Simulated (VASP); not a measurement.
Write the native input for VASP 6.6.1 that does the following.

- Task: single point
- Functional: PBE
- Potentials or basis: VASP PAW PBE potentials, release 64 (Co)
- Cutoff: 520 eV
- k mesh: 18 × 18 × 17
- Occupations: fermi-dirac, width 0.1 eV
- Spin: collinear spin, ferromagnetic start
- Starting moments: [1.7] μB
- Dipole correction: no
- Further INCAR settings: ALGO = Normal; EDIFF = 1e-07; NBANDS = 14

The structure of Co lies in POSCAR:

```
Co
1.0
    2.2344247764      0.0000000000      0.0000000000
   -1.1172123882      1.9350686192      0.0000000000
    0.0000000000      0.0000000000      2.1129864142
Co
1
Direct
    0.0000000000      0.0000000000      0.0000000000
```

This cell differs from its parent crystal: volume scaled by 0.76.

The input as run:

INCAR

```
SYSTEM = Co
ALGO = Normal
EDIFF = 1E-7
ENCUT = 520
GGA = PE
ISIF = 2
ISMEAR = -1
ISPIN = 2
LASPH = .True.
LCHARG = .True.
LELF = .True.
LMAXMIX = 4
LORBIT = 11
LREAL = .False.
LVHAR = .True.
LWAVE = .False.
MAGMOM = 1.7
NBANDS = 14
NELM = 150
PREC = Accurate
SIGMA = 0.1
```

KPOINTS

```
k-points
0
Gamma
  18 18 17
  0 0 0
```

Potentials or basis: VASP PAW PBE potentials, release 64 (Co).

Launch:

```sh
$ cat potpaw_PBE.64/Co/POTCAR > POTCAR
$ mpirun -np 1 vasp_std > vasp.out
```

Results of the run:

The pressure is 75.4 GPa and the net moment is 1.07 μB per cell. The site moments are Co +1.06 μB and the valence electrons inside the program's atomic spheres are Co 8.79.

Wall time 33 s on 1 thread of Intel(R) Xeon(R) 6975P-C (Granite Rapids) (shared host), peak memory 0.18 GiB.
